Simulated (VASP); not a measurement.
# GaN (gw) (I-4m2) in VASP: further runs

GaN (gw) is run at these levels: PBEsol; tasks: single point.

Program: VASP 6.6.1. These are calculated values, not measurements. Logs are shortened: lines on timing, memory, paths and dates and some standing lists are left out, and cuts for length are marked.

## (1) The cell of the first run

The structure is tetragonal, space group I-4m2 (No. 119). The conventional cell has a = 3.149 Å, b = 3.149 Å, c = 4.547 Å, α = 90.00°, β = 90.00°, γ = 90.00°. Within 2.6 Å of Ga (site symmetry -4m2) lie 4 N at 1.94 Å. Within 2.6 Å of N (site symmetry -4m2) lie 4 Ga at 1.94 Å.

## (2) Single point, PBEsol

Input file INCAR:

```
SYSTEM = GaN
PREC     = Accurate       ! precision mode
ENCUT    = 600            ! plane-wave cutoff, eV
EDIFF    = 1E-6           ! SCF threshold, eV
ISMEAR   = 0              ! smearing method
SIGMA    = 0.01           ! smearing width, eV
LREAL    = .FALSE.        ! projectors in reciprocal space
LASPH    = .TRUE.         ! aspherical terms in the spheres
NELM     = 120            ! most SCF steps
ALGO     = Normal         ! electronic algorithm
ISIF     = 2              ! what is computed and relaxed
LWAVE    = .FALSE.        ! write WAVECAR
LCHARG   = .TRUE.         ! write CHGCAR
GGA      = PS             ! functional
LELF     = .TRUE.         ! ELF
LVHAR    = .TRUE.       
NBANDS   = 16             ! bands
GGA_COMPAT= .FALSE.
```

Input file KPOINTS:

```
Automatic mesh
0
G
  6 6 6
  0 0 0
```

Input file POSCAR:

```
GaN
1.0
    0.0000000000      2.2266594371      2.2732819604
    2.2266594371      0.0000000000      2.2732819604
    2.2266594371      2.2266594371      0.0000000000
Ga N
1 1
Direct
    0.0000000000      0.0000000000      0.0000000000
    0.2500000000      0.2500000000      0.2500000000
```

Potentials or basis: VASP PAW PBE potentials, release 64 (Ga_d, N).

Started as:

```sh
$ cat potpaw_PBE.64/Ga_d/POTCAR potpaw_PBE.64/N/POTCAR > POTCAR
$ mpirun -np 1 vasp_std > vasp.out
```

OUTCAR:

```text
SYSTEM = GaN
   PREC = Accurate
   ENCUT = 600
   EDIFF = 1E-6
   ISMEAR = 0
   LREAL = .FALSE.
   LASPH = .TRUE.
   NELM = 120
   ISIF = 2
   GGA = PS

 ion  position               nearest neighbor table
   1  0.000  0.000  0.000-   2 1.94   2 1.94   2 1.94   2 1.94
   2  0.250  0.250  0.250-   1 1.94   1 1.94   1 1.94   1 1.94

  LATTYP: Found a body centered tetragonal cell.
 ALAT       =     3.1489719747
 C/A-ratio  =     1.4438248283

  Lattice vectors:

 A1 = (  -2.2266594371,   0.0000000000,   2.2732819604)
 A2 = (   2.2266594371,   0.0000000000,   2.2732819604)
 A3 = (   0.0000000000,   2.2266594371,  -2.2732819604)

Analysis of symmetry for initial positions (statically):
=====================================================================
 Subroutine PRICEL returns:
 Original cell was already a primitive cell.

 Routine SETGRP: Setting up the symmetry group for a
 body centered tetragonal supercell.

 Subroutine GETGRP returns: Found  8 space group operations
 (whereof  8 operations were pure point group operations)
 out of a pool of 16 trial point group operations.

The static configuration has the point symmetry D_2d.

Analysis of symmetry for dynamics (positions and initial velocities):
=====================================================================
 Subroutine PRICEL returns:
 Original cell was already a primitive cell.

 Routine SETGRP: Setting up the symmetry group for a
 body centered tetragonal supercell.

 Subroutine GETGRP returns: Found  8 space group operations
 (whereof  8 operations were pure point group operations)
 out of a pool of 16 trial point group operations.

The dynamic configuration has the point symmetry D_2d.

 Subroutine INISYM returns: Found  8 space group operations
 (whereof  8 operations are pure point group operations),
 and found     1 'primitive' translations

----------------------------------------------------------------------------------------

                                     Primitive cell

  volume of cell :      22.5419

  direct lattice vectors                    reciprocal lattice vectors
     0.000000000  2.226659437  2.273281960    -0.224551627  0.224551627  0.219946319
     2.226659437  0.000000000  2.273281960     0.224551627 -0.224551627  0.219946319
     2.226659437  2.226659437  0.000000000     0.224551627  0.224551627 -0.219946319

  length of vectors
     3.182109854  3.182109854  3.148971975     0.386294253  0.386294253  0.386294253

[... 75 lines left out ...]
   LNONCOLLINEAR =      F non collinear calculations
   LSORBIT =      F    spin-orbit coupling
   LASPH  =      T    aspherical Exc in radial PAW
   ENCUT  =  600.0 eV  44.10 Ry    6.64 a.u.   6.36  6.36  6.29*2*pi/ulx,y,z
   NELM   =    120;   NELMIN=  2; NELMDL= -5     # of ELM steps
   EDIFF  = 0.1E-05   stopping-criterion for ELM
   LREAL  =      F    real-space projection
   EDIFFG = 0.1E-04   stopping-criterion for IOM
   NSW    =      0    number of steps for IOM
   IBRION =     -1    ionic relax: 0-MD 1-quasi-New 2-CG
   NFREE  =      0    steps in history (QN), initial steepest desc. (CG)
   ISIF   =      2    stress and relaxation
   ISYM   =      2    0-nonsym 1-usesym 2-fastsym
   POTIM  = 0.5000    time-step for ionic-motion
   TEBEG  =    0.0;   TEEND  =   0.0 temperature during run
   PSTRESS=    0.0 pullay stress
   NELECT =      18.0000    total number of electrons
   NUPDOWN=      -1.0000    fix difference up-down
   EMIN   =  10.00;   EMAX   =-10.00  energy-range for DOS
   EFERMI =   0.00;   METHOD = LEGACY
   ISMEAR =     0;   SIGMA  =   0.01  broadening in eV -4-tet -1-fermi 0-gaus
   EFERMI_NEDOS =   21; number of points for ismear=-14 and -15
   IALGO  =     38    algorithm
   IMIX   =      4    mixing-type and parameters
     AMIX     =   0.40;   BMIX     =  1.00
     AMIX_MAG =   1.60;   BMIX_MAG =  1.00
  volume/ion in A,a.u.               =      11.27        76.06
  Fermi-wavevector in a.u.,A,eV,Ry     =   1.518805  2.870125 31.385495  2.306769
  Thomas-Fermi vector in A             =   2.627876
   LORBIT       =      0    0 simple, 1 ext, 2 COOP (PROOUT), +10 PAW based schemes
   GGA     = PS    functional components
   LHFCALC =     F    Hartree Fock is set to
   AEXX    =    0.0000 exact exchange contribution
   IVDW    =     0    specifies the selected vdW correction
   LEPSILON=     F    determine dielectric tensor
   LRPA    =     F    only Hartree local field effects (RPA)
 non-spin polarized calculation
 Gauss-broadening in eV      SIGMA  =   0.01
  energy-cutoff  :      600.00
  volume of cell :       22.54
 maximum number of plane-waves:       761
 NGX is ok and might be reduce to    28
   NGX = 13   NGY = 13   NGZ = 13

 number of electron      18.0000005 magnetization

 Free energy of the ion-electron system (eV)
  ---------------------------------------------------
  ext. energy  EPLUGINS =         0.00000000
  ---------------------------------------------------
  free energy    TOTEN  =       -13.11602588 eV

  energy without entropy =      -13.11602588  energy(sigma->0) =      -13.11602588

 E-fermi :   5.4086     XC(G=0): -11.9835

 val. band max:        5.3557438470   @ k =   0.0000   0.0000   0.0000
 cond. band min:       7.0986310847   @ k =   0.0000   0.0000   0.0000
 fundamental gap:      1.7428872377
 Fermi energy:         5.4086184446

 k-point     1 :       0.0000    0.0000    0.0000
  band No.  band energies     occupation
      1     -10.7439      2.00000
      2      -8.1174      2.00000
      3      -8.0941      2.00000
      4      -8.0941      2.00000
      5      -7.7625      2.00000
      6      -7.7607      2.00000
[... 433 lines left out ...]
      3      -7.8415      2.00000
      4      -7.8304      2.00000
      5      -7.6946      2.00000
      6      -6.2130      2.00000
[... 8 lines left out ...]
     15      27.6722      0.00000
     16      27.9809      0.00000

 [... further k-points ...]
[... 5 lines left out ...]
  --------------------------------------------------------------------------------------
  -------------------------------------------------------------------------------------
  Total        0.3117836      0.3117836     -0.0673622      0.0000000      0.0000000      0.0000000
  in kB       22.1601597     22.1601597     -4.7877981      0.0000000      0.0000000      0.0000000
  external PRESSURE =      13.1775071 kB  Pullay stress =       0.0000000 kB

 VOLUME and BASIS-vectors are now :
 -----------------------------------------------------------------------------
  energy-cutoff  :      600.00
  volume of cell :       22.54
      direct lattice vectors                 reciprocal lattice vectors
     0.000000000  2.226659437  2.273281960    -0.224551627  0.224551627  0.219946319
     2.226659437  0.000000000  2.273281960     0.224551627 -0.224551627  0.219946319
     2.226659437  2.226659437  0.000000000     0.224551627  0.224551627 -0.219946319

 POSITION                                       TOTAL-FORCE (eV/Angst)
 -----------------------------------------------------------------------------------
      0.00000      0.00000      0.00000        -0.000000     -0.000000      0.000000
      1.11333      1.11333      1.13664         0.000000      0.000000     -0.000000
 -----------------------------------------------------------------------------------
    total drift:                               -0.000000     -0.000000      0.000001

  FREE ENERGIE OF THE ION-ELECTRON SYSTEM (eV)
  ---------------------------------------------------
  free  energy   TOTEN  =       -13.1160258783 eV

  energy  without entropy=      -13.1160258783  energy(sigma->0) =      -13.11602588
```

stdout:

```text
POSCAR found type information on POSCAR GaN
 POSCAR found :  2 types and       2 ions
 scaLAPACK will be used
 -----------------------------------------------------------------------------
|                                                                             |
|                                                                             |
|     You enforced a specific xc type in the INCAR file but a different       |
|     I HOPE YOU KNOW WHAT YOU ARE DOING!                                     |
|                                                                             |
 -----------------------------------------------------------------------------

 LDA part: xc-table for (Slater+PW92), standard interpolation
 POSCAR, INCAR and KPOINTS ok, starting setup
 FFT: planning ... GRIDC
 FFT: planning ... GRID_SOFT
 FFT: planning ... GRID
 WAVECAR not read
 entering main loop
```

It took 12 s on 1 thread of AMD EPYC 9R45 (Zen 5), shared host; peak memory 0.12 GiB.

Results:

```yaml
Free_energy: -13.1160 eV
Pressure: 1.3 GPa
Band_gap_on_the_k_mesh: 1.74 eV, direct
```

Caveat: the PAW data sets were made with another functional, which shifts forces and pressure a little.

## (3) Single point, PBEsol

Input file INCAR:

```
ALGO     = Normal         # electronic algorithm
EDIFF    = 1E-6           # SCF threshold, eV
ENCUT    = 600            # plane-wave cutoff, eV
GGA      = PS             # functional
GGA_COMPAT= False        
ISIF     = 2              # what is computed and relaxed
ISMEAR   = 0              # smearing method
LASPH    = True           # aspherical terms in the spheres
LCHARG   = True           # write CHGCAR
LELF     = True           # ELF
LREAL    = False          # projectors in reciprocal space
LVHAR    = True         
LWAVE    = False          # write WAVECAR
NBANDS   = 16             # bands
NELM     = 120            # most SCF steps
PREC     = Accurate       # precision mode
SIGMA    = 0.01           # smearing width, eV
```

Input file KPOINTS:

```
k-points
0
Gamma
  6 6 6
```

POSCAR is that of step 2.

Potentials or basis: VASP PAW PBE potentials, release 64 (Ga_d, N).

Started as:

```sh
$ cat potpaw_PBE.64/Ga_d/POTCAR potpaw_PBE.64/N/POTCAR > POTCAR
$ mpirun -np 1 vasp_std > vasp.out
```

OUTCAR:

```text
EDIFF = 1E-6
   ENCUT = 600
   GGA = PS
   ISIF = 2
   ISMEAR = 0
   LASPH = True
   LREAL = False
   NELM = 120
   PREC = Accurate

 ion  position               nearest neighbor table
   1  0.000  0.000  0.000-   2 1.94   2 1.94   2 1.94   2 1.94
   2  0.250  0.250  0.250-   1 1.94   1 1.94   1 1.94   1 1.94

  LATTYP: Found a body centered tetragonal cell.
 ALAT       =     3.1489719747
 C/A-ratio  =     1.4438248283

  Lattice vectors:

 A1 = (  -2.2266594371,   0.0000000000,   2.2732819604)
[... 192 lines left out ...]
      6      -7.7607      2.00000
[... 433 lines left out ...]
      3      -7.8415      2.00000
      4      -7.8304      2.00000
      5      -7.6946      2.00000
      6      -6.2130      2.00000
[... 8 lines left out ...]
     15      27.6722      0.00000
     16      27.9809      0.00000

 [... further k-points ...]
[... 5 lines left out ...]
  --------------------------------------------------------------------------------------
  -------------------------------------------------------------------------------------
  Total        0.3117836      0.3117836     -0.0673622      0.0000000      0.0000000      0.0000000
  in kB       22.1601597     22.1601597     -4.7877981      0.0000000      0.0000000      0.0000000
  external PRESSURE =      13.1775071 kB  Pullay stress =       0.0000000 kB

 VOLUME and BASIS-vectors are now :
 -----------------------------------------------------------------------------
  energy-cutoff  :      600.00
  volume of cell :       22.54
      direct lattice vectors                 reciprocal lattice vectors
     0.000000000  2.226659437  2.273281960    -0.224551627  0.224551627  0.219946319
     2.226659437  0.000000000  2.273281960     0.224551627 -0.224551627  0.219946319
     2.226659437  2.226659437  0.000000000     0.224551627  0.224551627 -0.219946319

 POSITION                                       TOTAL-FORCE (eV/Angst)
 -----------------------------------------------------------------------------------
      0.00000      0.00000      0.00000        -0.000000     -0.000000      0.000000
      1.11333      1.11333      1.13664         0.000000      0.000000     -0.000000
 -----------------------------------------------------------------------------------
    total drift:                               -0.000000     -0.000000      0.000001

  FREE ENERGIE OF THE ION-ELECTRON SYSTEM (eV)
  ---------------------------------------------------
  free  energy   TOTEN  =       -13.1160258783 eV

  energy  without entropy=      -13.1160258783  energy(sigma->0) =      -13.11602588
```

Wall time 14 s (1 thread of AMD EPYC 9R45 (Zen 5), shared host); peak memory 0.13 GiB.

What came out:

* Free energy: -13.1160 eV
* Pressure: 1.3 GPa
* Band gap on the k mesh: 1.74 eV, direct

Levels at points of the mesh, in eV from the valence-band top:
```tsv
k point	band 5	band 6	band 7	band 8	band 9	band 10	band 11	band 12	band 13	band 14
(0.00, 0.00, 0.00)	-13.12	-13.12	-0.10	0.00	0.00	1.74	10.24	10.24	10.30	17.55
(0.50, 0.00, 0.00)	-13.06	-11.86	-7.25	-1.11	-0.95	4.62	8.67	10.16	10.46	15.52
(0.50, 0.50, 0.00)	-13.04	-11.51	-6.43	-2.71	-2.71	3.29	6.84	11.45	14.08	14.08
(0.50, 0.00, 0.50)	-13.03	-11.40	-6.20	-2.88	-2.87	3.15	6.50	11.75	13.72	14.21
```

Caveat: the PAW data sets were made with another functional, which shifts forces and pressure a little.
